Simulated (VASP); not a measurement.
Wanted: the native input for a VASP 6.6.1 run.

```
Task                   : single point
Functional             : r2SCAN
Potentials or basis    : VASP PAW PBE potentials, release 64 (Ni)
Cutoff                 : 520 eV
k mesh                 : 14 × 8 × 11
Occupations            : fermi-dirac, width 0.1 eV
Spin                   : collinear spin, antiferromagnetic start
Starting moments       : [1.3, -1.3] μB
Dipole correction      : no
Further INCAR settings : ALGO = Normal; EDIFF = 1e-07; NBANDS = 21; ISYM = 0
```

Ni:

```
Ni
1.0
     0.00000   -1.79750   -1.79750
    -3.59500   -1.79750   -1.79750
     0.00000    1.79750   -1.79750
Ni
2
Direct
  0.00000 0.00000 0.00000
  0.00000 0.50000 0.50000
```

These files were run (other wordings do the same):

POSCAR

```
Ni
1.0
    0.0000000000     -1.7975000000     -1.7975000000
   -3.5950000000     -1.7975000000     -1.7975000000
    0.0000000000      1.7975000000     -1.7975000000
Ni
2
Direct
    0.0000000000      0.0000000000      0.0000000000
    0.0000000000      0.5000000000      0.5000000000
```

INCAR.step1

```
SYSTEM = Ni
PREC = Accurate ; ENCUT = 520
ISMEAR = -1 ; SIGMA = 0.1
LREAL = .False. ; LASPH = .True.
NELM = 150 ; ISPIN = 2
MAGMOM = 1.3 -1.3 ; LMAXMIX = 4
NBANDS = 21 ; ISYM = 0
GGA = PE ; ALGO = Normal
EDIFF = 1E-4 ; LWAVE = .True.
LCHARG = .False.
```

INCAR.step2

```
SYSTEM = Ni
PREC = Accurate ; ENCUT = 520
EDIFF = 1E-7 ; ISMEAR = -1
SIGMA = 0.1 ; LREAL = .False.
LASPH = .True. ; NELM = 150
ALGO = Normal ; ISIF = 2
LWAVE = .False. ; LCHARG = .False.
ISPIN = 2 ; MAGMOM = 1.3 -1.3
LORBIT = 11 ; LMAXMIX = 4
METAGGA = R2SCAN ; LMIXTAU = .True.
NBANDS = 21 ; ISYM = 0
ISTART = 1
```

KPOINTS

```
Automatic mesh
0
Gamma
  14 8 11
  0 0 0
```

Potentials or basis: VASP PAW PBE potentials, release 64 (Ni).

The run is started by

```sh
$ cat potpaw_PBE.64/Ni/POTCAR > POTCAR
$ cp INCAR.step1 INCAR
$ mpirun -np 1 vasp_std > vasp.out
$ cp INCAR.step2 INCAR
$ mpirun -np 1 vasp_std > vasp.out
```

Results of the run:

The pressure is -18.5 GPa. The band gap on the k mesh is zero (filled and empty bands overlap). The net moment is 0.00 μB per cell. The valence electrons inside the program's atomic spheres are Ni 9.24.

Caveat: the cell stands under tension; the PAW data sets were made with another functional, which shifts forces and pressure a little.

It took 47 min on 1 thread of Oxide Virtual Turin-like Processor (shared host), peak memory 0.46 GiB.
